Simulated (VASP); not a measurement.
Write the native input for VASP 6.6.1 that does the following.

- Task: single point
- Functional: PBEsol
- Potentials or basis: VASP PAW PBE potentials, release 64 (Pd, Ge_d)
- Cutoff: 520 eV
- k mesh: 4 × 4 × 4
- Occupations: fermi-dirac, width 0.03 eV
- Spin: no spin polarisation
- Dipole correction: no
- Further INCAR settings: ALGO = Normal; EDIFF = 1e-07; NBANDS = 34

The structure of Ge3Pd lies in POSCAR:

```
Ge3Pd
1.0
    4.1420230000      0.0000000000      0.0000000000
    0.0000000000      4.1420230000      0.0000000000
    0.0000000000      0.0000000000      4.1420230000
Pd Ge
1 3
Direct
    0.0000000000      0.0000000000      0.0000000000
    0.5000000000      0.5000000000      0.0000000000
    0.5000000000      0.0000000000      0.5000000000
    0.0000000000      0.5000000000      0.5000000000
```

One way to write it, as run:

INCAR

```
PREC = Accurate
ENCUT = 520
EDIFF = 1E-7
ISMEAR = -1
SIGMA = 0.03
LREAL = F
LASPH = T
NELM = 80
ALGO = Normal
ISIF = 2
LWAVE = F
LCHARG = F
GGA = PS
NBANDS = 34
```

KPOINTS

```
regular mesh
0
Gamma
  4 4 4
```

Potentials or basis: VASP PAW PBE potentials, release 64 (Pd, Ge_d).

Command:

```sh
$ cat potpaw_PBE.64/Pd/POTCAR potpaw_PBE.64/Ge_d/POTCAR > POTCAR
$ mpirun -np 1 vasp_std > vasp.out
```

It gave:

```
Pressure               : -4.8 GPa
Band gap on the k mesh : zero (band 26 reaches 7.55 eV, above the bottom of band 27 at 5.80 eV)
```

Caveat: the k points lie up to 0.38 Å⁻¹ apart; the PAW data sets were made with another functional, which shifts forces and pressure a little.

It took 9.8 s on 1 thread of Intel(R) Xeon(R) 6975P-C (Granite Rapids) (shared host), peak memory 0.18 GiB.
